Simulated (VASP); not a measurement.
Write the native input for VASP 6.6.1 that does the following.

* Task: single point
* Functional: LDA
* Potentials or basis: VASP PAW LDA potentials, release 64 (H, C, B)
* Cutoff: 520 eV
* k mesh: 2 × 2 × 1
* Occupations: fermi-dirac, width 0.02 eV
* Spin: no spin polarisation
* Dipole correction: no
* Further INCAR settings: LREAL = Auto; ALGO = Normal; EDIFF = 1e-07; NBANDS = 69

The structure of BH11C20 lies in POSCAR:

```
BH11C20
1.0
    5.0487420000      0.0000000000      0.0000000000
    0.0000000000      5.0487420000      0.0000000000
    0.0000000000      0.0000000000     15.1647000000
H C B
11 20 1
Direct
    0.4277897346      0.0000000000      0.0659426167
    0.0722160095      0.0000000000      0.0659426167
    0.9277954786      0.0000000000      0.0659426167
    0.5722217535      0.0000000000      0.0659426167
    0.4277897346      0.5000057440      0.0659426167
    0.0722160095      0.5000057440      0.0659426167
    0.9277954786      0.5000057440      0.0659426167
    0.5722217535      0.5000057440      0.0659426167
    0.0378510132      0.7368766318      0.4241560994
   -0.2554893873     -0.0028323887      0.4001397983
    0.2737117484     -0.0192325138      0.3940994547
    0.2500028720      0.0000000000      0.1077963956
    0.7500086160      0.0000000000      0.1077963956
    0.2500028720      0.5000057440      0.1077963956
    0.7500086160      0.5000057440      0.1077963956
    0.2500028720      0.2500028720      0.1666501810
    0.7500086160      0.2500028720      0.1666501810
    0.2500028720      0.7500086160      0.1666501810
    0.7500086160      0.7500086160      0.1666501810
    0.0068531923      0.2499632582      0.2173930246
    0.5061855013      0.2470318349      0.2206901554
    0.0034662100      0.7595159349      0.2261370156
    0.5067797087      0.7560101110      0.2319333716
   -0.0033275616      0.0123793214      0.2795901007
    0.5054526454      0.0166180011      0.2809946784
    0.0117256933      0.4834471637      0.2733519292
    0.5044226859      0.4745142453      0.2888616326
    0.2473091317      0.0807131757      0.3340850792
    0.7527419702      0.0941620705      0.3345466775
    0.2484975465      0.3848879582      0.3400792630
    0.7655966575      0.4052494661      0.3367030010
    0.0178262228      0.5293595910      0.3875381643
```

These files were run (other wordings do the same):

INCAR

```
SYSTEM = BH11C20
PREC = Accurate
ENCUT = 520
EDIFF = 1E-7
ISMEAR = -1
SIGMA = 0.02
LREAL = Auto
LASPH = .True.
NELM = 60
ALGO = Normal
ISIF = 2
LWAVE = .False.
LCHARG = .False.
NBANDS = 69
```

KPOINTS

```
Automatic mesh
0
Gamma
  2 2 1
  0 0 0
```

Potentials or basis: VASP PAW LDA potentials, release 64 (H, C, B).

Launch:

```bash
$ cat potpaw_LDA.64/H/POTCAR potpaw_LDA.64/C/POTCAR potpaw_LDA.64/B/POTCAR > POTCAR
$ mpirun -np 1 vasp_std > vasp.out
```

Results of the run:

| Item | Value |
| --- | --- |
| Largest force | 9.064 eV/Å |
| Band gap on the k mesh | 2.07 eV, indirect (least direct gap 2.16 eV) |

Caveat: the k points lie up to 0.62 Å⁻¹ apart.

Run time: 5.6 min on 1 thread of Oxide Virtual Turin-like Processor, on a shared host, peak memory 0.34 GiB.
